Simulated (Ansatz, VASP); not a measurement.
# Two plane-wave programs on Pt

File POSCAR:

```
Pt
1.0
   -1.5694863913      1.5694863913      1.5459440954
    1.5694863913     -1.5694863913      1.5459440954
    1.5694863913      1.5694863913     -1.5459440954
Pt
1
Direct
    0.0000000000      0.0000000000      0.0000000000
```

INCAR.step1

```
PREC = Accurate
ENCUT = 520
ISMEAR = 0
SIGMA = 0.15
LREAL = False
LASPH = True
NELM = 60
NBANDS = 11
GGA = PE
ALGO = Normal
EDIFF = 1E-4
LWAVE = True
LCHARG = False
```

File INCAR.step2:

```
PREC = Accurate
ENCUT = 520
EDIFF = 1E-6
ISMEAR = 0
SIGMA = 0.15
LREAL = False
LASPH = True
NELM = 60
ALGO = Normal
ISIF = 2
LWAVE = False
LCHARG = True
METAGGA = R2SCAN
LMIXTAU = True
LELF = True
LVHAR = True
NBANDS = 11
ISTART = 1
```

The input KPOINTS:

```
regular mesh
0
Gamma
  26 26 26
```

Input for Ansatz:

```yaml
crystal:
  lattice:
    - [-1.5694863913, 1.5694863913, 1.5459440954]
    - [1.5694863913, -1.5694863913, 1.5459440954]
    - [1.5694863913, 1.5694863913, -1.5459440954]
  atoms:
    - { symbol: Pt, position: [0.0, 0.0, 0.0] }
basis:
  ecutwfc: 500
kpoints:
  mp_grid: { grid: [26, 26, 26] }
hamiltonian:
  xc: r2scan
scf:
  occupations: { method: gaussian, width: 0.15 }
output:
  forces: true
  stress: true
  eigenvalues: true
```

Change from the starting cell: strain +0.000 along x and y, -0.015 along z, atoms carried along.

Alike in both runs: task single point; functional r2SCAN; k mesh 26 × 26 × 26; occupations gaussian, width 0.15 eV; no spin polarisation.

|  | VASP | Ansatz |
| --- | --- | --- |
| version | VASP 6.6.1 | Ansatz 0.2.0 |
| potentials or method | VASP PAW PBE potentials, release 64 (Pt), cutoff 520 eV | scalar-relativistic, plane waves, PAW |
| valence electrons in the cell | 10 | 18 |

|  | VASP | Ansatz | Ansatz less VASP |
| --- | --- | --- | --- |
| gap on the k mesh at the Fermi level (eV) | none | none | - |
| pressure (GPa) | 5.0 | 4.3 | -0.73 |
| traceless stress, the component that is largest in VASP (GPa) | -0.99 | -0.98 | +0.008 |

VASP's potentials were made for PBE, not for r2SCAN. A gap of «none» marks a metal or a gap that the smearing closes. VASP's potentials hold 10 valence electrons a cell and Ansatz's 18, so a difference there can come from the potentials and not from the codes.

Spin-orbit coupling is off throughout.
